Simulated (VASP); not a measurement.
A run of VASP 6.6.1 is set up as follows.

INCAR

```
PREC = Accurate
ENCUT = 520
EDIFF = 1E-7
ISMEAR = 0
SIGMA = 0.1
LREAL = False
LASPH = True
NELM = 60
ALGO = Normal
ISIF = 2
LWAVE = False
LCHARG = True
GGA = PE
LELF = True
LVHAR = True
NBANDS = 28
```

KPOINTS

```
Automatic mesh
0
Gamma
  12 12 4
```

The input POSCAR:

```
MgTiN
1.0
    3.0821341984      0.0000000000      0.0000000000
   -1.5410670992      2.6692065137      0.0000000000
    0.0000000000      0.0000000000      9.9228761613
Mg Ti N
2 2 2
Direct
    0.0000000000      0.0000000000      0.0000000000
    0.0000000000      0.0000000000      0.5000000000
    0.6666666667      0.3333333333      0.2595771366
    0.6666666667      0.3333333333      0.7404228634
    0.3333333333      0.6666666667      0.3557066151
    0.3333333333      0.6666666667      0.6442933849
```

Potentials or basis: VASP PAW PBE potentials, release 64 (Mg, Ti_sv, N).

Command:

```bash
$ cat potpaw_PBE.64/Mg/POTCAR potpaw_PBE.64/Ti_sv/POTCAR potpaw_PBE.64/N/POTCAR > POTCAR
$ mpirun -np 1 vasp_std > vasp.out
```

Problem. Predict the largest force.

Solution. 0.054 eV/Å.

Problem. Predict the pressure.

Solution. 0.0 GPa.

Problem. Estimate the band gap on the k mesh.

Solution. Zero (band 19 reaches 7.63 eV, above the bottom of band 20 at 6.28 eV).

Forces in eV/Å, atoms in the order of the input:
```
Mg   0.000  0.000  0.000
Mg   0.000  0.000  0.000
Ti   0.000  0.000 -0.035
Ti   0.000  0.000  0.035
N    0.000  0.000  0.054
N    0.000  0.000 -0.054
```
